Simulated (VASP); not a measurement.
A run of VASP 6.6.1:

The input INCAR:

```
SYSTEM = HfC
  ALGO = Normal
  EDIFF = 1E-6
  ENCUT = 520
  GGA = CA
  ISIF = 2
  ISMEAR = -1
  LASPH = .True.
  LCHARG = .False.
  LREAL = .False.
  LWAVE = .False.
  NBANDS = 22
  NELM = 80
  PREC = Accurate
  SIGMA = 0.05
```

The input KPOINTS:

```
k-points
0
Gamma
  7 7 4
  0 0 0
```

File POSCAR:

```
HfC
1.0
    3.3428660531      0.0000000000      0.0000000000
   -1.6714330265      2.8950069234      0.0000000000
    0.0000000000      0.0000000000      5.2027140000
Hf C
2 2
Direct
    0.3387840000      0.6665510000      0.2562210000
    0.6766480000      0.3424410000      0.7491100000
    0.0096910000      0.0067720000      0.4996400000
    0.0012890000     -0.0052170000      0.0030640000
```

Potentials or basis: VASP PAW LDA potentials, release 64 (Hf_pv, C).

Command:

```bash
$ cat potpaw_LDA.64/Hf_pv/POTCAR potpaw_LDA.64/C/POTCAR > POTCAR
$ mpirun -np 1 vasp_std > vasp.out
```

Hardware: 1 thread of Intel(R) Xeon(R) Platinum 8488C (Sapphire Rapids) (shared host).

How long does it take, and how much memory?

Run time: 83 s on 1 thread of Intel(R) Xeon(R) Platinum 8488C (Sapphire Rapids), with other jobs on the host, peak memory 0.22 GiB. Counts: scf iterations 13, k points 99.
